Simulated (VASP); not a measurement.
# Re (P6/mmm) in VASP: notebook, part 2 of 3

VASP 6.6.1. The steps go on from the part before.

## 4. Single point, PBE (17.02 Å³/atom)

This run uses another cell than the first one, of 17.02 Å³/atom.

INCAR reads:

```
SYSTEM = Re
PREC = Accurate ; ENCUT = 560
EDIFF = 1E-6 ; ISMEAR = -1
SIGMA = 0.1 ; LREAL = .FALSE.
LASPH = .TRUE. ; NELM = 120
ALGO = Normal ; ISIF = 2
LWAVE = .FALSE. ; LCHARG = .FALSE.
GGA = PE ; NBANDS = 30
GGA_COMPAT = .FALSE.
```

KPOINTS reads:

```
Automatic mesh
0
G
  9 9 13
  0 0 0
```

POSCAR reads:

```
Re
1.0
    4.5489461344      0.0000000000      0.0000000000
   -2.2744730672      3.9395029129      0.0000000000
    0.0000000000      0.0000000000      2.8499859379
Re
3
Direct
    0.0000000000      0.0000000000      1.0000000000
    0.3333333333      0.6666666667      0.5000000000
    0.6666666667      0.3333333333      0.5000000000
```

Potentials or basis: VASP PAW PBE potentials, release 64 (Re_sv_GW).

Launch:

```
cat potpaw_PBE.64/Re_sv_GW/POTCAR > POTCAR
mpirun -np 1 vasp_std > vasp.out
```

OUTCAR:

```text
SYSTEM = Re
   PREC = Accurate
   ENCUT = 560
   EDIFF = 1E-6
   ISMEAR = -1
   LREAL = .FALSE.
   LASPH = .TRUE.
   NELM = 120
   ISIF = 2
   GGA = PE

 ion  position               nearest neighbor table
   1  0.000  0.000  0.000-   2 2.99   3 2.99   2 2.99   3 2.99   3 2.99   3 2.99   2 2.99   2 2.99
                             3 2.99   3 2.99   2 2.99   2 2.99
   2  0.333  0.667  0.500-   3 2.63   3 2.63   3 2.63   1 2.99   1 2.99   1 2.99   1 2.99   1 2.99
                             1 2.99
   3  0.667  0.333  0.500-   2 2.63   2 2.63   2 2.63   1 2.99   1 2.99   1 2.99   1 2.99   1 2.99
                             1 2.99

  LATTYP: Found a hexagonal cell.
 ALAT       =     4.5489461344
 C/A-ratio  =     0.6265156486

  Lattice vectors:

 A1 = (   4.5489461344,   0.0000000000,   0.0000000000)
 A2 = (  -2.2744730672,   3.9395029129,   0.0000000000)
 A3 = (   0.0000000000,   0.0000000000,   2.8499859379)

Analysis of symmetry for initial positions (statically):
=====================================================================
 Subroutine PRICEL returns:
 Original cell was already a primitive cell.

 Routine SETGRP: Setting up the symmetry group for a
 hexagonal supercell.

[... 163 lines left out ...]
  ---------------------------------------------------
  free energy    TOTEN  =       -41.09670781 eV

  energy without entropy =      -41.01063464  energy(sigma->0) =      -41.05367122

 E-fermi :  10.7633     XC(G=0): -13.3505

 val. band max:       10.7547804861   @ k =   0.1111  -0.0000   0.2308
 cond. band min:      10.7659051775   @ k =   0.4444  -0.0000   0.0769
 fundamental gap:      0.0111246914
 Fermi energy:        10.7633123296

 k-point     1 :       0.0000    0.0000    0.0000
  band No.  band energies     occupation
      1     -69.2685      2.00000
      2     -69.2110      2.00000
      3     -69.1251      2.00000
      4     -31.2767      2.00000
      5     -31.2767      2.00000
      6     -31.0761      2.00000
[... 781 lines left out ...]
     29      13.6734      0.00000
     30      14.2107      0.00000

 [... further k-points ...]
[... 5 lines left out ...]
  --------------------------------------------------------------------------------------
  -------------------------------------------------------------------------------------
  Total      -10.3972030    -10.3972030     -9.4667915      0.0000000      0.0000000      0.0000000
  in kB     -326.1611037   -326.1611037   -296.9740182      0.0000000      0.0000000      0.0000000
  external PRESSURE =    -316.4320752 kB  Pullay stress =       0.0000000 kB

 VOLUME and BASIS-vectors are now :
 -----------------------------------------------------------------------------
  energy-cutoff  :      560.00
  volume of cell :       51.07
      direct lattice vectors                 reciprocal lattice vectors
     4.548946134  0.000000000  0.000000000     0.219831137  0.126919566  0.000000000
    -2.274473067  3.939502913  0.000000000     0.000000000  0.253839132  0.000000000
     0.000000000  0.000000000  2.849985938     0.000000000  0.000000000  0.350878924

 POSITION                                       TOTAL-FORCE (eV/Angst)
 -----------------------------------------------------------------------------------
      0.00000      0.00000      0.00000        -0.000000      0.000000      0.000000
     -0.00000      2.62634      1.42499         0.000000     -0.000000     -0.000000
      2.27447      1.31317      1.42499        -0.000000      0.000000      0.000000
 -----------------------------------------------------------------------------------
    total drift:                                0.000000     -0.000000     -0.000000

  FREE ENERGIE OF THE ION-ELECTRON SYSTEM (eV)
  ---------------------------------------------------
  free  energy   TOTEN  =       -41.0967078125 eV

  energy  without entropy=      -41.0106346362  energy(sigma->0) =      -41.05367122
```

OSZICAR:

```text
N       E                     dE             d eps       ncg     rms          rms(c)
DAV:   1     0.464288194002E+03    0.46429E+03   -0.31017E+04  5160   0.163E+03
DAV:   2    -0.221115981718E+02   -0.48640E+03   -0.47158E+03  6342   0.464E+02
DAV:   3    -0.445702046525E+02   -0.22459E+02   -0.21923E+02  6148   0.926E+01
DAV:   4    -0.449176061028E+02   -0.34740E+00   -0.34659E+00  5780   0.115E+01
DAV:   5    -0.449220799418E+02   -0.44738E-02   -0.44720E-02  6086   0.118E+00    0.169E+02
DAV:   6    -0.416098387022E+02    0.33122E+01   -0.67086E+00  5372   0.148E+01    0.903E+01
DAV:   7    -0.420252916586E+02   -0.41545E+00   -0.64585E+00  5738   0.141E+01    0.222E+01
DAV:   8    -0.411811560905E+02    0.84414E+00   -0.33165E+00  5664   0.788E+00    0.808E+00
DAV:   9    -0.410964375861E+02    0.84719E-01   -0.39122E-01  5400   0.372E+00    0.135E+00
DAV:  10    -0.410978998585E+02   -0.14623E-02   -0.16341E-02  5894   0.716E-01    0.144E+00
DAV:  11    -0.410967028132E+02    0.11970E-02   -0.34145E-03  5630   0.382E-01    0.431E-01
DAV:  12    -0.410967198433E+02   -0.17030E-04   -0.53323E-04  6250   0.181E-01    0.166E-01
DAV:  13    -0.410967077606E+02    0.12083E-04   -0.33628E-05  5968   0.425E-02    0.206E-01
DAV:  14    -0.410967078125E+02   -0.51941E-07   -0.16570E-06  4320   0.753E-03
   1 F= -.41096708E+02 E0= -.41053671E+02  d E =-.860732E-01
```

stdout:

```text
POSCAR found type information on POSCAR Re
 POSCAR found :  1 types and       3 ions
 scaLAPACK will be used
 LDA part: xc-table for (Slater+PW92), standard interpolation
 POSCAR, INCAR and KPOINTS ok, starting setup
 FFT: planning ... GRIDC
 FFT: planning ... GRID_SOFT
 FFT: planning ... GRID
 WAVECAR not read
 entering main loop
```

Run time: 64 s. Hardware: 1 thread of Intel Xeon Platinum 8559C (Emerald Rapids), shared host; peak memory 0.26 GiB.

What came out:

```
Free energy            : -41.0967 eV
Pressure               : -31.6 GPa
Band gap on the k mesh : zero (an odd number of electrons rules out a gap without spin polarisation)
```

Levels at points of the mesh, in eV from the Fermi level:
| k point | band 20 | band 21 | band 22 | band 23 | band 24 | band 25 |
| --- | --- | --- | --- | --- | --- | --- |
| (0.00, 0.00, 0.00) | -1.60 | -0.64 | -0.64 | 0.08 | 0.08 | 0.12 |

Caveat: the cell stands under tension; spin-orbit coupling is left out, which moves the levels of the heavy elements.

## 5. Single point, PBE (13.38 Å³/atom)

This run uses another cell than the first one, of 13.38 Å³/atom.

INCAR reads:

```
SYSTEM = Re
PREC = Accurate ; ENCUT = 560
EDIFF = 1E-6 ; ISMEAR = -1
SIGMA = 0.1 ; LREAL = .False.
LASPH = .True. ; NELM = 120
ALGO = Normal ; ISIF = 2
LWAVE = .False. ; LCHARG = .False.
GGA = PE ; NBANDS = 30
GGA_COMPAT = .False.
```

KPOINTS reads:

```
Automatic mesh
0
Gamma
  9 9 13
  0 0 0
```

POSCAR reads:

```
Re
1.0
    4.1975802783      0.0000000000      0.0000000000
   -2.0987901392      3.6352111554      0.0000000000
    0.0000000000      0.0000000000      2.6298497307
Re
3
Direct
    0.0000000000      0.0000000000      1.0000000000
    0.3333333333      0.6666666667      0.5000000000
    0.6666666667      0.3333333333      0.5000000000
```

Potentials or basis: VASP PAW PBE potentials, release 64 (Re_sv_GW).

Launch:

```
cat potpaw_PBE.64/Re_sv_GW/POTCAR > POTCAR
mpirun -np 1 vasp_std > vasp.out
```

OUTCAR:

```text
SYSTEM = Re
   PREC = Accurate
   ENCUT = 560
   EDIFF = 1E-6
   ISMEAR = -1
   LREAL = .False.
   LASPH = .True.
   NELM = 120
   ISIF = 2
   GGA = PE

 ion  position               nearest neighbor table
   1  0.000  0.000  0.000-   2 2.76   3 2.76   2 2.76   3 2.76   2 2.76   2 2.76   3 2.76   3 2.76
                             3 2.76   3 2.76   2 2.76   2 2.76
   2  0.333  0.667  0.500-   3 2.42   3 2.42   3 2.42   1 2.76   1 2.76   1 2.76   1 2.76   1 2.76
                             1 2.76
   3  0.667  0.333  0.500-   2 2.42   2 2.42   2 2.42   1 2.76   1 2.76   1 2.76   1 2.76   1 2.76
                             1 2.76

  LATTYP: Found a hexagonal cell.
 ALAT       =     4.1975802783
 C/A-ratio  =     0.6265156486

  Lattice vectors:

 A1 = (   4.1975802783,   0.0000000000,   0.0000000000)
 A2 = (  -2.0987901392,   3.6352111554,   0.0000000000)
 A3 = (   0.0000000000,   0.0000000000,   2.6298497307)

Analysis of symmetry for initial positions (statically):
=====================================================================
 Subroutine PRICEL returns:
 Original cell was already a primitive cell.

 Routine SETGRP: Setting up the symmetry group for a
 hexagonal supercell.

[... 162 lines left out ...]
  ---------------------------------------------------
  free energy    TOTEN  =       -40.77833232 eV

  energy without entropy =      -40.71671747  energy(sigma->0) =      -40.74752490

 E-fermi :  14.8121     XC(G=0): -14.7872

 val. band max:       14.7903315743   @ k =   0.2222   0.2222   0.3077
 cond. band min:      14.8150302333   @ k =   0.4444   0.1111   0.0769
 fundamental gap:      0.0246986590
 Fermi energy:        14.8121071321

 k-point     1 :       0.0000    0.0000    0.0000
  band No.  band energies     occupation
      1     -65.0902      2.00000
      2     -64.8997      2.00000
      3     -64.7644      2.00000
      4     -27.5899      2.00000
      5     -27.5899      2.00000
      6     -27.1015      2.00000
[... 781 lines left out ...]
     29      18.9864      0.00000
     30      19.6062      0.00000

 [... further k-points ...]
[... 5 lines left out ...]
  --------------------------------------------------------------------------------------
  -------------------------------------------------------------------------------------
  Total       15.0168380     15.0168380     13.0357366     -0.0000000      0.0000000      0.0000000
  in kB      599.5556385    599.5556385    520.4590602     -0.0000000      0.0000000      0.0000000
  external PRESSURE =     573.1901124 kB  Pullay stress =       0.0000000 kB

 VOLUME and BASIS-vectors are now :
 -----------------------------------------------------------------------------
  energy-cutoff  :      560.00
  volume of cell :       40.13
      direct lattice vectors                 reciprocal lattice vectors
     4.197580278  0.000000000  0.000000000     0.238232490  0.137543592  0.000000000
    -2.098790139  3.635211155  0.000000000     0.000000000  0.275087184  0.000000000
     0.000000000  0.000000000  2.629849731     0.000000000  0.000000000  0.380249863

 POSITION                                       TOTAL-FORCE (eV/Angst)
 -----------------------------------------------------------------------------------
      0.00000      0.00000      0.00000        -0.000000      0.000000      0.000000
     -0.00000      2.42347      1.31492         0.000000     -0.000000      0.000000
      2.09879      1.21174      1.31492        -0.000000      0.000000     -0.000000
 -----------------------------------------------------------------------------------
    total drift:                               -0.000000      0.000000      0.000000

  FREE ENERGIE OF THE ION-ELECTRON SYSTEM (eV)
  ---------------------------------------------------
  free  energy   TOTEN  =       -40.7783323224 eV

  energy  without entropy=      -40.7167174727  energy(sigma->0) =      -40.74752490
```

OSZICAR:

```text
N       E                     dE             d eps       ncg     rms          rms(c)
DAV:   1     0.465502291253E+03    0.46550E+03   -0.31972E+04  5096   0.168E+03
DAV:   2    -0.218177929781E+02   -0.48732E+03   -0.47020E+03  6268   0.478E+02
DAV:   3    -0.428204494774E+02   -0.21003E+02   -0.20543E+02  5942   0.931E+01
DAV:   4    -0.430819537238E+02   -0.26150E+00   -0.26124E+00  5596   0.103E+01
DAV:   5    -0.430845766457E+02   -0.26229E-02   -0.26226E-02  5940   0.961E-01    0.201E+02
DAV:   6    -0.411410328648E+02    0.19435E+01   -0.32236E+00  5456   0.116E+01    0.102E+02
DAV:   7    -0.409118036064E+02    0.22923E+00   -0.24590E+00  5566   0.102E+01    0.118E+01
DAV:   8    -0.407898112261E+02    0.12199E+00   -0.40294E-01  5406   0.460E+00    0.341E+00
DAV:   9    -0.407779315475E+02    0.11880E-01   -0.64326E-02  5448   0.194E+00    0.111E+00
DAV:  10    -0.407786459001E+02   -0.71435E-03   -0.27603E-03  5766   0.398E-01    0.118E+00
DAV:  11    -0.407783137085E+02    0.33219E-03   -0.11289E-03  5574   0.278E-01    0.155E-01
DAV:  12    -0.407783326125E+02   -0.18904E-04   -0.85400E-05  5732   0.758E-02    0.133E-01
DAV:  13    -0.407783323224E+02    0.29011E-06   -0.10167E-06  3874   0.702E-03
   1 F= -.40778332E+02 E0= -.40747525E+02  d E =-.616148E-01
```

stdout:

```text
POSCAR found type information on POSCAR Re
 POSCAR found :  1 types and       3 ions
 scaLAPACK will be used
 LDA part: xc-table for (Slater+PW92), standard interpolation
 POSCAR, INCAR and KPOINTS ok, starting setup
 FFT: planning ... GRIDC
 FFT: planning ... GRID_SOFT
 FFT: planning ... GRID
 WAVECAR not read
 entering main loop
```

Wall time 32 s (1 thread of Intel Xeon 6975P-C (Granite Rapids), shared host); peak memory 0.22 GiB.

Results:

| Item | Value |
| --- | --- |
| Free energy | -40.7783 eV |
| Pressure | 57.3 GPa |
| Band gap on the k mesh | zero (an odd number of electrons rules out a gap without spin polarisation) |

Stress tensor (GPa, compression positive):
```
59.96  0.00  0.00
 0.00 59.96  0.00
 0.00  0.00 52.05
```

Caveat: the stress differs along the axes, from 52 to 60 GPa; spin-orbit coupling is left out, which moves the levels of the heavy elements.

(Continued in part 3 of 3.)

The gap in the log of VASP goes by the Fermi energy; the results here count the filled bands.